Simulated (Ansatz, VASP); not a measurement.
One calculation of Ti, two programs

```
CELL_PARAMETERS angstrom
-1.64100 1.64100 1.64100
1.64100 -1.64100 1.64100
1.64100 1.64100 -1.64100
ATOMIC_POSITIONS crystal
Ti 0.00000 0.00000 0.00000
```

Alike in both runs: functional LDA; k mesh 11 × 11 × 11; occupations fermi-dirac, width 0.05 eV; no spin polarisation.

|  | VASP | Ansatz |
| --- | --- | --- |
| version | VASP 6.6.1 | Ansatz 0.2.0 |
| potentials or method | VASP PAW LDA potentials, release 64 (Ti_sv) | Ansatz PAW |
| plane-wave cutoff (eV) | 520 | 420 |
| valence electrons in the cell | 12 | 12 |
| task | single point | band structure |

|  | VASP | Ansatz | Ansatz less VASP |
| --- | --- | --- | --- |
| gap on the k mesh at the Fermi level (eV) | none | none | - |
| pressure (GPa) | -11.0 | -10.9 | +0.03 |

LDA's correlation is that of Perdew and Zunger in VASP and of Perdew and Wang (1992) in Ansatz. A gap of «none» marks a metal or a gap that the smearing closes.
